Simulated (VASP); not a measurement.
The system is Rb.

```
Rb
1.0
     0.00000    4.89919    4.89919
     4.89919    0.00000    4.89919
     4.89919    4.89919    0.00000
Rb
2
Direct
  0.12500 0.12500 0.12500
  0.87500 0.87500 0.87500
```

This isn't the form of Rb at room conditions, which is bcc.

```yaml
Program: VASP 6.6.1
Task: relaxation of cell and atoms
Functional: BLYP
Potentials_or_basis: VASP PAW PBE potentials, release 64 (Rb_sv)
Cutoff: 600 eV
k_mesh: 6 × 6 × 6
Occupations: fermi-dirac, width 0.1 eV
Spin: no spin polarisation
```

At the start: pressure 0.5 GPa; volume 117.59 Å³/atom.

Where does the relaxation end?

Over 6 steps the energy falls by 61.2 meV/atom and the volume is 168.40 Å³/atom (+43.2 %); space group Fd-3m (No. 227, to 0.1 Å) before and after.

Step by step:
```
step  energy change (eV)  largest force (eV/Å)  pressure (GPa)  volume (Å³)
   1              0.0000                0.0000            0.50       235.18
   2             -0.0353                0.0000            0.39       247.87
   3             -0.1017                0.0000            0.15       288.67
   4             -0.1112                0.0000           -0.07       383.20
   5             -0.1221                0.0000           -0.01       344.04
   6             -0.1224                0.0000            0.00       336.80
```

Final structure:
```xyz
2
Lattice="0.0000 5.5222 5.5222 5.5222 0.0000 5.5222 5.5222 5.5222 0.0000" Properties=species:S:1:pos:R:3 pbc="T T T"
Rb    1.3806    1.3806    1.3806
Rb    9.6639    9.6639    9.6639
```

Caveat: the volume moved by over 15 % at a fixed basis, so the end points are rough; the PAW data sets were made with another functional, which shifts forces and pressure a little.
